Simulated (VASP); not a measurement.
# Ir (P6_3/mmc) in VASP: notebook, part 3 of 3

VASP 6.6.1.

## Step 6: Single point, LDA

This run uses another cell than the first one, of 15.04 Å³/atom, 1.016 times its volume.

INCAR reads:

```
PREC = Accurate
ENCUT = 500
EDIFF = 1E-6
ISMEAR = 0
SIGMA = 0.15
LREAL = False
LASPH = True
NELM = 120
ALGO = Normal
ISIF = 2
LWAVE = False
LCHARG = True
LELF = True
LVHAR = True
NBANDS = 16
GGA_COMPAT = False
```

KPOINTS reads:

```
regular mesh
0
Gamma
  18 18 10
```

POSCAR reads:

```
Ir
1.0
    2.7684000000      0.0000000000      0.0000000000
   -1.3842000000      2.3975047278      0.0000000000
    0.0000000000      0.0000000000      4.5325000000
Ir
2
Direct
    0.6666666667      0.3333333333      0.7500000000
    0.3333333333      0.6666666667      0.2500000000
```

Potentials or basis: VASP PAW LDA potentials, release 64 (Ir).

Launch:

```
cat potpaw_LDA.64/Ir/POTCAR > POTCAR
mpirun -np 1 vasp_std > vasp.out
```

OUTCAR:

```text
PREC = Accurate
   ENCUT = 500
   EDIFF = 1E-6
   ISMEAR = 0
   LREAL = False
   LASPH = True
   NELM = 120
   ISIF = 2

 ion  position               nearest neighbor table
   1  0.667  0.333  0.750-   2 2.77   2 2.77   2 2.77   2 2.77   2 2.77   2 2.77
   2  0.333  0.667  0.250-   1 2.77   1 2.77   1 2.77   1 2.77   1 2.77   1 2.77

  LATTYP: Found a hexagonal cell.
 ALAT       =     2.7684000000
 C/A-ratio  =     1.6372272793

  Lattice vectors:

 A1 = (   2.7684000000,   0.0000000000,   0.0000000000)
 A2 = (  -1.3842000000,   2.3975047278,   0.0000000000)
 A3 = (   0.0000000000,   0.0000000000,   4.5325000000)

Analysis of symmetry for initial positions (statically):
=====================================================================
 Subroutine PRICEL returns:
 Original cell was already a primitive cell.

 Routine SETGRP: Setting up the symmetry group for a
 hexagonal supercell.

 Subroutine GETGRP returns: Found 24 space group operations
 (whereof 12 operations were pure point group operations)
 out of a pool of 24 trial point group operations.

The static configuration has the point symmetry D_3d.
 The point group associated with its full space group is D_6h.

Analysis of symmetry for dynamics (positions and initial velocities):
=====================================================================
 Subroutine PRICEL returns:
 Original cell was already a primitive cell.

 Routine SETGRP: Setting up the symmetry group for a
 hexagonal supercell.

 Subroutine GETGRP returns: Found 24 space group operations
 (whereof 12 operations were pure point group operations)
 out of a pool of 24 trial point group operations.

The dynamic configuration has the point symmetry D_3d.
 The point group associated with its full space group is D_6h.

 Subroutine INISYM returns: Found 24 space group operations
 (whereof 12 operations are pure point group operations),
 and found     1 'primitive' translations

----------------------------------------------------------------------------------------

                                     Primitive cell

  volume of cell :      30.0833

  direct lattice vectors                    reciprocal lattice vectors
     2.768400000  0.000000000  0.000000000     0.361219477  0.208550162  0.000000000
    -1.384200000  2.397504728  0.000000000     0.000000000  0.417100325  0.000000000
     0.000000000  0.000000000  4.532500000     0.000000000  0.000000000  0.220628792

  length of vectors
     2.768400000  2.768400000  4.532500000     0.417100325  0.417100325  0.220628792

  position of ions in fractional coordinates (direct lattice)
     0.666666667  0.333333333  0.750000000
     0.333333333  0.666666667  0.250000000

  ion indices of the primitive-cell ions
   primitive index   ion index
                 1           1
                 2           2

----------------------------------------------------------------------------------------

 KPOINTS: regular mesh

Automatic generation of k-mesh.
 Grid dimensions read from file:
 generate k-points for:   18   18   10

 Generating k-lattice:

  Cartesian coordinates                     Fractional coordinates (reciprocal lattice)
     0.020067749  0.011586120  0.000000000     0.055555556 -0.000000000  0.000000000
     0.000000000  0.023172240  0.000000000     0.000000000  0.055555556  0.000000000
     0.000000000  0.000000000  0.022062879     0.000000000  0.000000000  0.100000000

  Length of vectors
     0.023172240  0.023172240  0.022062879

  Shift w.r.t. Gamma in fractional coordinates (k-lattice)
     0.000000000  0.000000000  0.000000000

 Subroutine IBZKPT returns following result:
 ===========================================

 Found    222 irreducible k-points:

 Following reciprocal coordinates:
            Coordinates               Weight
  0.000000  0.000000  0.000000      1.000000
  0.055556  0.000000  0.000000      6.000000
  0.111111  0.000000  0.000000      6.000000
  0.166667  0.000000  0.000000      6.000000
  0.222222  0.000000  0.000000      6.000000
  0.277778  0.000000  0.000000      6.000000
[... 16 lines left out ...]
  0.333333  0.111111  0.000000     12.000000
  0.388889  0.111111  0.000000     12.000000
 [... further k-points ...]
   k-points           NKPTS =    222   k-points in BZ     NKDIM =    222   number of bands    NBANDS=     16
   number of dos      NEDOS =    301   number of ions     NIONS =      2
   total plane-waves  NPLWV =  14400
   dimension x,y,z NGX =    20 NGY =   20 NGZ =   36
   dimension x,y,z NGXF=    40 NGYF=   40 NGZF=   72
   ions per type =               2
   NGX,Y,Z   is equivalent  to a cutoff of  12.01, 12.01, 13.20 a.u.
   NGXF,Y,Z  is equivalent  to a cutoff of  24.02, 24.02, 26.41 a.u.
 SYSTEM =  unknown system
   PREC   = accura    normal or accurate (medium, high low for compatibility)
   ISTART =      0    job   : 0-new  1-cont  2-samecut
   ICHARG =      2    charge: 1-file 2-atom 10-const
   ISPIN  =      1    spin polarized calculation?
   LNONCOLLINEAR =      F non collinear calculations
   LSORBIT =      F    spin-orbit coupling
   LASPH  =      T    aspherical Exc in radial PAW
   ENCUT  =  500.0 eV  36.75 Ry    6.06 a.u.   5.05  5.05  8.26*2*pi/ulx,y,z
   NELM   =    120;   NELMIN=  2; NELMDL= -5     # of ELM steps
   EDIFF  = 0.1E-05   stopping-criterion for ELM
   LREAL  =      F    real-space projection
   EDIFFG = 0.1E-04   stopping-criterion for IOM
   NSW    =      0    number of steps for IOM
   IBRION =     -1    ionic relax: 0-MD 1-quasi-New 2-CG
   NFREE  =      0    steps in history (QN), initial steepest desc. (CG)
   ISIF   =      2    stress and relaxation
   ISYM   =      2    0-nonsym 1-usesym 2-fastsym
   POTIM  = 0.5000    time-step for ionic-motion
   TEBEG  =    0.0;   TEEND  =   0.0 temperature during run
   PSTRESS=    0.0 pullay stress
   NELECT =      18.0000    total number of electrons
   NUPDOWN=      -1.0000    fix difference up-down
   EMIN   =  10.00;   EMAX   =-10.00  energy-range for DOS
   EFERMI =   0.00;   METHOD = LEGACY
   ISMEAR =     0;   SIGMA  =   0.15  broadening in eV -4-tet -1-fermi 0-gaus
   EFERMI_NEDOS =   21; number of points for ismear=-14 and -15
   IALGO  =     38    algorithm
   IMIX   =      4    mixing-type and parameters
     AMIX     =   0.40;   BMIX     =  1.00
     AMIX_MAG =   1.60;   BMIX_MAG =  1.00
  volume/ion in A,a.u.               =      15.04       101.51
  Fermi-wavevector in a.u.,A,eV,Ry     =   1.379506  2.606889 25.892391  1.903037
  Thomas-Fermi vector in A             =   2.504469
   LORBIT       =      0    0 simple, 1 ext, 2 COOP (PROOUT), +10 PAW based schemes
   GGA     = CA    functional components
   LHFCALC =     F    Hartree Fock is set to
   AEXX    =    0.0000 exact exchange contribution
   IVDW    =     0    specifies the selected vdW correction
   LEPSILON=     F    determine dielectric tensor
   LRPA    =     F    only Hartree local field effects (RPA)
 non-spin polarized calculation
 Gauss-broadening in eV      SIGMA  =   0.15
  energy-cutoff  :      500.00
  volume of cell :       30.08
 maximum number of plane-waves:       783
   NGX = 11   NGY = 11   NGZ = 17

 number of electron      18.0000000 magnetization

 Free energy of the ion-electron system (eV)
  ---------------------------------------------------
  ext. energy  EPLUGINS =         0.00000000
  ---------------------------------------------------
  free energy    TOTEN  =       -20.33833256 eV

  energy without entropy =      -20.31086138  energy(sigma->0) =      -20.32459697

 E-fermi :   9.3591     XC(G=0): -13.7871

 val. band max:        9.3510700323   @ k =   0.3333   0.0000   0.4000
 cond. band min:       9.3603626983   @ k =   0.2222   0.1111   0.5000
 fundamental gap:      0.0092926660
 Fermi energy:         9.3591182683

 k-point     1 :       0.0000    0.0000    0.0000
  band No.  band energies     occupation
      1      -1.1995      2.00000
      2       1.7753      2.00000
      3       5.6575      2.00000
      4       5.8541      2.00000
      5       5.8541      2.00000
      6       6.4301      2.00000
[... 8 lines left out ...]
     15      25.6634      0.00000
     16      26.7173      0.00000
[... 419 lines left out ...]
 k-point    24 :       0.3889    0.1111    0.0000
  band No.  band energies     occupation
      1       2.7083      2.00000
      2       2.8133      2.00000
      3       3.1569      2.00000
      4       5.5384      2.00000
      5       5.6765      2.00000
      6       6.0652      2.00000
[... 8 lines left out ...]
     15      19.4050      0.00000
     16      22.1159      0.00000

 [... further k-points ...]
[... 5 lines left out ...]
  --------------------------------------------------------------------------------------
  -------------------------------------------------------------------------------------
  Total       -4.3223669     -4.3223669     -4.9551488      0.0000000     -0.0000000      0.0000000
  in kB     -230.2004062   -230.2004062   -263.9010740      0.0000000     -0.0000000      0.0000000
  external PRESSURE =    -241.4339621 kB  Pullay stress =       0.0000000 kB

 VOLUME and BASIS-vectors are now :
 -----------------------------------------------------------------------------
  energy-cutoff  :      500.00
  volume of cell :       30.08
      direct lattice vectors                 reciprocal lattice vectors
     2.768400000  0.000000000  0.000000000     0.361219477  0.208550162  0.000000000
    -1.384200000  2.397504728  0.000000000     0.000000000  0.417100325  0.000000000
     0.000000000  0.000000000  4.532500000     0.000000000  0.000000000  0.220628792

 POSITION                                       TOTAL-FORCE (eV/Angst)
 -----------------------------------------------------------------------------------
      1.38420      0.79917      3.39938        -0.000000     -0.000000      0.000000
     -0.00000      1.59834      1.13312         0.000000      0.000000      0.000000
 -----------------------------------------------------------------------------------
    total drift:                               -0.000000      0.000000     -0.000000

  FREE ENERGIE OF THE ION-ELECTRON SYSTEM (eV)
  ---------------------------------------------------
  free  energy   TOTEN  =       -20.3383325595 eV

  energy  without entropy=      -20.3108613803  energy(sigma->0) =      -20.32459697
```

OSZICAR:

```text
N       E                     dE             d eps       ncg     rms          rms(c)
DAV:   1     0.138563506349E+03    0.13856E+03   -0.81746E+03  7104   0.109E+03
DAV:   2    -0.176931497227E+02   -0.15626E+03   -0.13995E+03  7112   0.303E+02
DAV:   3    -0.215635249308E+02   -0.38704E+01   -0.38092E+01  9872   0.568E+01
DAV:   4    -0.216060178057E+02   -0.42493E-01   -0.42478E-01  7968   0.513E+00
DAV:   5    -0.216072829731E+02   -0.12652E-02   -0.12651E-02 10152   0.910E-01    0.192E+01
DAV:   6    -0.205116035028E+02    0.10957E+01   -0.15333E+00  8976   0.159E+01    0.725E+00
DAV:   7    -0.203515654651E+02    0.16004E+00   -0.34417E-01  9720   0.699E+00    0.212E+00
DAV:   8    -0.203448733932E+02    0.66921E-02   -0.46677E-03  8056   0.596E-01    0.142E+00
DAV:   9    -0.203383415778E+02    0.65318E-02   -0.48924E-03  9136   0.930E-01    0.244E-02
DAV:  10    -0.203383391904E+02    0.23873E-05   -0.39187E-05 10968   0.608E-02    0.327E-02
DAV:  11    -0.203383326246E+02    0.65658E-05   -0.54914E-06  9072   0.255E-02    0.432E-03
DAV:  12    -0.203383325595E+02    0.65068E-07   -0.11082E-07  5848   0.350E-03
   1 F= -.20338333E+02 E0= -.20324597E+02  d E =-.274712E-01
```

stdout:

```text
POSCAR found type information on POSCAR Ir
 POSCAR found :  1 types and       2 ions
 scaLAPACK will be used
 LDA part: xc-table for (Slater(with rela. corr.)+CA(PZ))
 , standard interpolation
 POSCAR, INCAR and KPOINTS ok, starting setup
 FFT: planning ... GRIDC
 FFT: planning ... GRID_SOFT
 FFT: planning ... GRID
 WAVECAR not read
 entering main loop
```

Wall time 99 s (1 thread of Intel Xeon Platinum 8259CL at 2.50GHz (Skylake/Cascade Lake), shared host); peak memory 0.19 GiB.

Results:

```
Free energy            : -20.3383 eV
Pressure               : -24.1 GPa
Band gap on the k mesh : zero (band 9 reaches 10.27 eV, above the bottom of band 10 at 7.20 eV)
```

Stress tensor (GPa, compression positive):
```
-23.02   0.00   0.00
  0.00 -23.02   0.00
  0.00   0.00 -26.39
```

Levels at points of the mesh, in eV from the Fermi level:
| k point | band 6 | band 7 | band 8 | band 9 | band 10 | band 11 | band 12 | band 13 |
| --- | --- | --- | --- | --- | --- | --- | --- | --- |
| (0.00, 0.00, 0.00) | -2.93 | -2.93 | -2.10 | -2.10 | -0.69 | 0.26 | 0.26 | 6.40 |
| (0.50, 0.00, 0.00) | -3.11 | -2.79 | 0.70 | 0.84 | 1.06 | 2.78 | 4.18 | 7.87 |
| (0.00, 0.00, 0.50) | -3.60 | -3.60 | -3.60 | -0.44 | -0.44 | -0.44 | -0.44 | 13.44 |
| (0.50, 0.00, 0.50) | -1.90 | -0.82 | -0.82 | 0.91 | 0.91 | 1.95 | 1.95 | 7.18 |

Caveat: spin-orbit coupling is left out, which moves the levels of the heavy elements.

## Step 7: The runs side by side

```csv
cell,gap on the mesh (eV),pressure (GPa)
"a = 2.768, b = 2.768, c = 4.459 Å, angles 90.0, 90.0, 120.0°, 2 atoms",none,-19.5
"a = 2.759, b = 2.759, c = 4.503 Å, angles 90.0, 90.0, 120.0°, 2 atoms",none,-20.5
"a = 2.732, b = 2.732, c = 4.620 Å, angles 90.0, 90.0, 120.0°, 2 atoms",none,-21.7
"a = 2.832, b = 2.831, c = 4.313 Å, angles 90.0, 90.0, 120.0°, 2 atoms",none,-21.0
"a = 2.768, b = 2.768, c = 4.532 Å, angles 90.0, 90.0, 120.0°, 2 atoms",none,-24.1
```

Alike in all rows: task single point; level LDA; potentials or basis VASP PAW LDA potentials, release 64 (Ir); no spin polarisation; k mesh 18 × 18 × 10; cutoff (eV) 500; smearing gaussian 0.15 eV.

Caveats: spin-orbit coupling is left out, which moves the levels of the heavy elements.

Total energies depend on the potentials used, so only differences within one code and one set of settings carry meaning.
